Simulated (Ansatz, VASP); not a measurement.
One calculation of ZnCd5Te6, two programs

```
CELL_PARAMETERS angstrom
4.62222 0.00000 0.00000
0.00000 4.62222 0.00000
0.00000 0.00000 19.69005
ATOMIC_POSITIONS crystal
Zn 0.50000 0.50000 0.00000
Cd 0.00000 0.00000 0.84125
Cd 0.00000 0.00000 0.15875
Cd 0.50000 0.50000 0.32938
Cd 0.00000 0.00000 0.50000
Cd 0.50000 0.50000 0.67062
Te 0.50000 0.00000 0.07305
Te 0.00000 0.50000 0.24405
Te 0.50000 0.00000 0.41469
Te 0.00000 0.50000 0.58531
Te 0.50000 0.00000 0.75595
Te 0.00000 0.50000 0.92695
```

Alike in both runs: task single point; functional PBE; k mesh 4 × 4 × 1; occupations gaussian, width 0.1 eV; no spin polarisation.

|  | VASP | Ansatz |
| --- | --- | --- |
| version | VASP 6.6.1 | Ansatz 0.2.0 |
| potentials or method | VASP PAW PBE potentials, release 64 (Zn, Cd, Te), cutoff 520 eV | scalar-relativistic, plane waves, PAW |
| valence electrons in the cell | 108 | 208 |

```csv
,VASP,Ansatz,Ansatz less VASP
gap on the k mesh at the Fermi level (eV),0.61,0.61,+0.002
least direct gap on the mesh (eV),0.61,0.61,+0.002
pressure (GPa),0.2,0.1,-0.10
"traceless stress, the component that is largest in VASP (GPa)",-0.13,-0.13,+0.001
rms of the force components (eV/Å),0.004,0.002,-0.0018
```

Atom by atom the forces differ by 0.002 eV/Å (rms over components). VASP's potentials hold 108 valence electrons a cell and Ansatz's 208, so a difference there can come from the potentials and not from the codes.

Spin-orbit coupling is off throughout.
